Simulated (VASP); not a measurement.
# CdSe (F-43m) in VASP: notebook, part 2 of 2

VASP 6.6.1. Earlier steps stand in the parts before.

**3. Single point, r2SCAN**

This run uses another cell than the first one, of 25.06 Å³/atom.

Contents of POSCAR:

```
CdSe
1.0
    0.0000000000      2.9265206162      2.9265206162
    2.9265206162      0.0000000000      2.9265206162
    2.9265206162      2.9265206162      0.0000000000
Cd Se
1 1
Direct
    0.0000000000      0.0000000000      0.0000000000
    0.7500000000      0.7500000000      0.7500000000
```

Contents of INCAR.step1:

```
  PREC = Accurate
  ENCUT = 520
  ISMEAR = 0
  SIGMA = 0.01
  LREAL = F
  LASPH = T
  NELM = 80
  NBANDS = 16
  GGA = PE
  ALGO = Normal
  EDIFF = 1E-4
  LWAVE = T
  LCHARG = F
```

Contents of INCAR.step2:

```
  PREC = Accurate
  ENCUT = 520
  EDIFF = 1E-7
  ISMEAR = 0
  SIGMA = 0.01
  LREAL = F
  LASPH = T
  NELM = 80
  ALGO = Normal
  ISIF = 2
  LWAVE = F
  LCHARG = F
  METAGGA = R2SCAN
  LMIXTAU = T
  NBANDS = 16
  ISTART = 1
```

Contents of KPOINTS:

```
regular mesh
0
Gamma
  8 8 8
```

Potentials or basis: VASP PAW PBE potentials, release 64 (Cd, Se).

Run with:

```
cat potpaw_PBE.64/Cd/POTCAR potpaw_PBE.64/Se/POTCAR > POTCAR
cp INCAR.step1 INCAR
mpirun -np 1 vasp_std > vasp.out
cp INCAR.step2 INCAR
mpirun -np 1 vasp_std > vasp.out
```

OUTCAR:

```text
PREC = Accurate
   ENCUT = 520
   EDIFF = 1E-7
   ISMEAR = 0
   LREAL = F
   LASPH = T
   NELM = 80
   ISIF = 2
   METAGGA = R2SCAN
   ISTART = 1

 ion  position               nearest neighbor table
   1  0.000  0.000  0.000-   2 2.53   2 2.53   2 2.53   2 2.53
   2  0.750  0.750  0.750-   1 2.53   1 2.53   1 2.53   1 2.53

  LATTYP: Found a face centered cubic cell.
 ALAT       =     5.8530412324

  Lattice vectors:

 A1 = (   0.0000000000,   2.9265206162,   2.9265206162)
 A2 = (   2.9265206162,   0.0000000000,   2.9265206162)
 A3 = (   2.9265206162,   2.9265206162,   0.0000000000)

Analysis of symmetry for initial positions (statically):
=====================================================================
 Subroutine PRICEL returns:
 Original cell was already a primitive cell.

 Routine SETGRP: Setting up the symmetry group for a
 face centered cubic supercell.

 Subroutine GETGRP returns: Found 24 space group operations
 (whereof 24 operations were pure point group operations)
 out of a pool of 48 trial point group operations.

The static configuration has the point symmetry T_d .

[... 158 lines left out ...]
  energy without entropy =      -35.69270336  energy(sigma->0) =      -35.69270336

 E-fermi :   1.7286     XC(G=0):  -9.9970

 val. band max:        1.6483119241   @ k =   0.0000   0.0000   0.0000
 cond. band min:       2.9892337365   @ k =   0.0000   0.0000   0.0000
 fundamental gap:      1.3409218124
 Fermi energy:         1.7286390713

 k-point     1 :       0.0000    0.0000    0.0000
  band No.  band energies     occupation
      1     -12.1284      2.00000
      2      -6.9949      2.00000
      3      -6.9949      2.00000
      4      -6.9949      2.00000
      5      -6.4402      2.00000
      6      -6.4402      2.00000
[... 433 lines left out ...]
      3      -6.7713      2.00000
      4      -6.4731      2.00000
      5      -6.4185      2.00000
      6      -5.9141      2.00000
[... 8 lines left out ...]
     15      14.2432      0.00000
     16      15.4307      0.00000

 [... further k-points ...]

------------------------ aborting loop because EDIFF is reached ----------------------------------------

  FORCE on cell =-STRESS in cart. coord.  units (eV):
  Direction    XX          YY          ZZ          XY          YZ          ZX
  --------------------------------------------------------------------------------------
  -------------------------------------------------------------------------------------
  Total        3.2680632      3.2680632      3.2680632     -0.0000000      0.0000000     -0.0000000
  in kB      104.4518805    104.4518805    104.4518805     -0.0000000      0.0000000     -0.0000000
  external PRESSURE =     104.4518805 kB  Pullay stress =       0.0000000 kB

 VOLUME and BASIS-vectors are now :
 -----------------------------------------------------------------------------
  energy-cutoff  :      520.00
  volume of cell :       50.13
      direct lattice vectors                 reciprocal lattice vectors
     0.000000000  2.926520616  2.926520616    -0.170851351  0.170851351  0.170851351
     2.926520616  0.000000000  2.926520616     0.170851351 -0.170851351  0.170851351
     2.926520616  2.926520616  0.000000000     0.170851351  0.170851351 -0.170851351

 POSITION                                       TOTAL-FORCE (eV/Angst)
 -----------------------------------------------------------------------------------
      0.00000      0.00000      0.00000         0.000000      0.000000      0.000000
      4.38978      4.38978      4.38978        -0.000000     -0.000000     -0.000000
 -----------------------------------------------------------------------------------
    total drift:                                0.000001      0.000001      0.000001

  FREE ENERGIE OF THE ION-ELECTRON SYSTEM (eV)
  ---------------------------------------------------
  free  energy   TOTEN  =       -35.6927033623 eV

  energy  without entropy=      -35.6927033623  energy(sigma->0) =      -35.69270336
```

OSZICAR.step1:

```text
N       E                     dE             d eps       ncg     rms          rms(c)
DAV:   1     0.112214657181E+03    0.11221E+03   -0.91576E+03   944   0.104E+03
DAV:   2    -0.145998003070E+01   -0.11367E+03   -0.10757E+03  1144   0.254E+02
DAV:   3    -0.554723796268E+01   -0.40873E+01   -0.40825E+01  1104   0.506E+01
DAV:   4    -0.556350746381E+01   -0.16270E-01   -0.16269E-01  1184   0.319E+00
DAV:   5    -0.556360425695E+01   -0.96793E-04   -0.96793E-04  1112   0.212E-01    0.811E+00
DAV:   6    -0.521948404550E+01    0.34412E+00   -0.50508E-01  1368   0.960E+00    0.611E+00
DAV:   7    -0.519396988736E+01    0.25514E-01   -0.17631E-01  1176   0.287E+00    0.236E+00
DAV:   8    -0.519461351139E+01   -0.64362E-03   -0.18417E-02  1080   0.175E+00    0.285E-01
DAV:   9    -0.519467000246E+01   -0.56491E-04   -0.17746E-03  1128   0.592E-01    0.629E-02
DAV:  10    -0.519473315576E+01   -0.63153E-04   -0.16598E-04  1024   0.175E-01
   1 F= -.51947332E+01 E0= -.51947332E+01  d E =-.312960E-39
```

Wall time 55 s (1 thread of Intel Xeon Platinum 8488C (Sapphire Rapids), shared host); peak memory 0.18 GiB.

Results:

```yaml
Free_energy: -35.6927 eV
Pressure: 10.4 GPa
Band_gap_on_the_k_mesh: 1.34 eV
```

Levels at points of the mesh, in eV from the valence-band top:
```
           k point  band 7  band 8  band 9  band 10  band 11  band 12
(0.00, 0.00, 0.00)    0.00    0.00    0.00     1.34     6.44     6.44
(0.50, 0.00, 0.00)   -5.20   -0.95   -0.95     3.01     6.92     6.92
(0.50, 0.50, 0.00)   -4.67   -2.33   -2.33     3.23     4.21    10.36
```

Caveat: the cell stands under pressure; the PAW data sets were made with another functional, which shifts forces and pressure a little.

**4. Single point, r2SCAN**

This run uses another cell than the first one, of 25.93 Å³/atom.

Contents of POSCAR:

```
CdSe
1.0
    0.0000000000      2.9598499305      2.9598499305
    2.9598499305      0.0000000000      2.9598499305
    2.9598499305      2.9598499305      0.0000000000
Cd Se
1 1
Direct
    0.0000000000      0.0000000000      0.0000000000
    0.7500000000      0.7500000000      0.7500000000
```

Contents of INCAR.step1:

```
SYSTEM = CdSe
ALGO     = Normal         ! electronic algorithm
EDIFF    = 1E-4           ! SCF threshold, eV
ENCUT    = 520            ! plane-wave cutoff, eV
GGA      = PE             ! functional
ISMEAR   = 0              ! smearing method
LASPH    = .TRUE.         ! aspherical terms in the spheres
LCHARG   = .FALSE.        ! write CHGCAR
LREAL    = .FALSE.        ! projectors in reciprocal space
LWAVE    = .TRUE.         ! write WAVECAR
NBANDS   = 16             ! bands
NELM     = 100            ! most SCF steps
PREC     = Accurate       ! precision mode
SIGMA    = 0.01           ! smearing width, eV
```

Contents of INCAR.step2:

```
SYSTEM = CdSe
ALGO     = Normal         ! electronic algorithm
EDIFF    = 1E-6           ! SCF threshold, eV
ENCUT    = 520            ! plane-wave cutoff, eV
ISIF     = 2              ! what is computed and relaxed
ISMEAR   = 0              ! smearing method
ISTART   = 1            
LASPH    = .TRUE.         ! aspherical terms in the spheres
LCHARG   = .FALSE.        ! write CHGCAR
LMIXTAU  = .TRUE.       
LREAL    = .FALSE.        ! projectors in reciprocal space
LWAVE    = .FALSE.        ! write WAVECAR
METAGGA  = R2SCAN         ! meta-GGA
NBANDS   = 16             ! bands
NELM     = 100            ! most SCF steps
PREC     = Accurate       ! precision mode
SIGMA    = 0.01           ! smearing width, eV
```

Contents of KPOINTS:

```
k-points
0
G
  8 8 8
  0 0 0
```

Run with:

```
cat potpaw_PBE.64/Cd/POTCAR potpaw_PBE.64/Se/POTCAR > POTCAR
cp INCAR.step1 INCAR
mpirun -np 1 vasp_std > vasp.out
cp INCAR.step2 INCAR
mpirun -np 1 vasp_std > vasp.out
```

Run time: 58 s. Hardware: 1 thread of Intel Xeon Platinum 8488C (Sapphire Rapids), shared host; peak memory 0.19 GiB.

Results (log left out):

```
Free energy            : -35.7888 eV
Pressure               : 7.4 GPa
Band gap on the k mesh : 1.27 eV
```

Levels at points of the mesh, in eV from the valence-band top:
```
           k point  band 7  band 8  band 9  band 10  band 11  band 12
(0.00, 0.00, 0.00)    0.00    0.00    0.00     1.27     6.46     6.46
(0.50, 0.00, 0.00)   -4.96   -0.89   -0.89     2.97     6.93     6.93
(0.50, 0.50, 0.00)   -4.49   -2.19   -2.19     3.30     4.21    10.16
```

Caveat: the cell stands under pressure; the PAW data sets were made with another functional, which shifts forces and pressure a little.

**5. Summary**

| cell | gap on the mesh (eV) | pressure (GPa) |
| --- | --- | --- |
| a = 4.072 Å, angles 60.0°, 2 atoms | 1.44 | 15.6 |
| a = 4.139 Å, angles 60.0°, 2 atoms | 1.34 | 10.4 |
| a = 4.186 Å, angles 60.0°, 2 atoms | 1.27 | 7.4 |

Alike in all rows: task single point; level r2SCAN; potentials or basis VASP PAW PBE potentials, release 64 (Cd, Se); no spin polarisation; k mesh 8 × 8 × 8; cutoff (eV) 520; smearing gaussian 0.01 eV.

Caveats: the cell stands under pressure; the PAW data sets were made with another functional, which shifts forces and pressure a little.

Total energies depend on the potentials used, so only differences within one code and one set of settings carry meaning.
